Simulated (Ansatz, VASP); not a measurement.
One calculation of Nb2Te, two programs

The input INCAR:

```
  PREC = Accurate
  ENCUT = 600
  EDIFF = 1E-6
  ISMEAR = 0
  SIGMA = 0.1
  LREAL = False
  LASPH = True
  NELM = 60
  ALGO = Normal
  ISIF = 3
  LWAVE = False
  LCHARG = False
  GGA = PE
  IBRION = 2
  NSW = 90
  EDIFFG = -0.04
```

File KPOINTS:

```
regular mesh
0
Gamma
  6 6 4
```

File POSCAR:

```
Nb2Te
1.0
    3.4476653189      0.0000000000      0.0000000000
    0.0000000000      3.4476653189      0.0000000000
    0.0000000000      0.0000000000      5.5179662379
Nb Te
2 1
Direct
    0.5000000000      0.5000000000      0.2889231403
    0.5000000000      0.5000000000      0.7110768597
    0.0000000000      0.0000000000      0.0000000000
```

Input for Ansatz:

```yaml
crystal:
  lattice:
    - [3.4476653189, 0.0, 0.0]
    - [0.0, 3.4476653189, 0.0]
    - [0.0, 0.0, 5.5179662379]
  atoms:
    - { symbol: Nb, position: [0.5, 0.5, 0.2889231403] }
    - { symbol: Nb, position: [0.5, 0.5, 0.7110768597] }
    - { symbol: Te, position: [0.0, 0.0, 0.0] }
basis:
  ecutwfc: 420
kpoints:
  mp_grid: { grid: [6, 6, 4] }
hamiltonian:
  xc: pbe
scf:
  occupations: { method: gaussian, width: 0.1 }
  lower_state_search: "off"
output:
  forces: true
  stress: true
  eigenvalues: true
relax:
  adjacent_minimum: "off"
  f_tol: 0.04
  max_steps: 70
  cell: { stress_tol: 0.4 }
```

Alike in both runs: task relaxation of cell and atoms; functional PBE; k mesh 6 × 6 × 4; occupations gaussian, width 0.1 eV; no spin polarisation.

|  | VASP | Ansatz |
| --- | --- | --- |
| version | VASP 6.6.1 | Ansatz 0.2.0 |
| potentials or method | VASP PAW PBE potentials, release 64 (Nb_sv, Te), cutoff 600 eV | scalar-relativistic, plane waves, PAW |
| valence electrons in the cell | 32 | 42 |

|  | VASP | Ansatz | Ansatz less VASP |
| --- | --- | --- | --- |
| gap on the k mesh at the Fermi level, each at its own relaxed structure (eV) | none | none | - |
| relaxed volume (Å³/atom) | 21.70 | 21.73 | +0.031 |
| relaxed length of the cell vector where the two differ most in proportion (Å) | 5.699 | 5.714 | +0.0151 |

A gap of «none» marks a metal or a gap that the smearing closes. VASP's potentials hold 32 valence electrons a cell and Ansatz's 42, so a difference there can come from the potentials and not from the codes.

Spin-orbit coupling is off throughout.
